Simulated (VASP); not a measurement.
**Co: single point with PBEsol**

Co:

```
Co
1.0
     0.00000    2.24751    2.24751
     2.24751    0.00000    2.24751
     2.24751    2.24751    0.00000
Co
2
Cartesian
  0.0000 0.0000 0.0000
  2.2475 2.2475 2.2475
```

This isn't the form of Co at room conditions, which is hcp.

```json
{
 "Program": "VASP 6.6.1",
 "Task": "single point",
 "Functional": "PBEsol",
 "Potentials or basis": "VASP PAW PBE potentials, release 64 (Co)",
 "Cutoff": "520 eV",
 "k mesh": "14 × 14 × 14",
 "Occupations": "fermi-dirac, width 0.05 eV",
 "Spin": "collinear spin, ferromagnetic start",
 "Starting moments": "[-1.614, -1.614] μB"
}
```

```
Pressure                                              : 9.6 GPa
Net moment                                            : -3.20 μB per cell
Site moments                                          : Co -1.59 μB
Valence electrons inside the program's atomic spheres : Co 8.38
```

Levels at points of the mesh, in eV from the Fermi level:
Spin up:
```
           k point  band 3  band 4  band 5  band 6  band 7  band 8  band 9  band 10  band 11  band 12
(0.00, 0.00, 0.00)   -3.54   -3.02   -3.02   -3.02    1.26    1.26    1.26     2.06     2.06    13.21
(0.50, 0.00, 0.00)   -1.62   -1.62   -1.62   -1.62   -0.37   -0.37   -0.37    -0.37     1.11     1.11
(0.50, 0.50, 0.00)   -2.93   -2.45   -1.51   -0.25   -0.25    0.07    0.07     1.39     1.98     5.40
```
Spin down:
```csv
k point,band 8,band 9,band 10,band 11,band 12,band 13,band 14,band 15
"(0.00, 0.00, 0.00)",-0.73,-0.73,0.56,0.56,12.80,12.80,12.80,13.36
"(0.50, 0.00, 0.00)",-2.05,-2.05,-2.05,-0.23,-0.23,13.72,13.72,13.72
"(0.50, 0.50, 0.00)",-1.81,-1.63,-0.61,0.49,4.36,5.30,5.30,11.71
```

Wall time 94 s on 1 thread of Intel Xeon 8259CL, on a shared host, peak memory 0.2 GiB.

Caveat: the cell stands under pressure; the PAW data sets were made with another functional, which shifts forces and pressure a little.
